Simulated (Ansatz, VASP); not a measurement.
**HfN in VASP and in Ansatz**

```
CELL_PARAMETERS angstrom
0.00000 2.33799 2.33799
2.33799 0.00000 2.33799
2.33799 2.33799 0.00000
ATOMIC_POSITIONS crystal
Hf 0.50000 0.50000 0.50000
N 0.00000 0.00000 0.00000
```

Alike in both runs: task single point; functional PBEsol; k mesh 6 × 6 × 6; occupations gaussian, width 0.1 eV; no spin polarisation.

|  | VASP | Ansatz |
| --- | --- | --- |
| version | VASP 6.6.1 | Ansatz 0.2.0 |
| potentials or method | VASP PAW PBE potentials, release 64 (Hf_pv, N), cutoff 600 eV | scalar-relativistic, plane waves, PAW |
| valence electrons in the cell | 15 | 31 |

```tsv
	VASP	Ansatz	Ansatz less VASP
gap on the k mesh at the Fermi level (eV)	none	none	-
pressure (GPa)	-27.5	-25.5	+2.02
```

VASP's potentials were made for PBE, not for PBEsol. A gap of «none» marks a metal or a gap that the smearing closes. VASP's potentials hold 15 valence electrons a cell and Ansatz's 31, so a difference there can come from the potentials and not from the codes.

The k mesh is coarse, so the values compare programs but aren't converged. Spin-orbit coupling is off throughout.
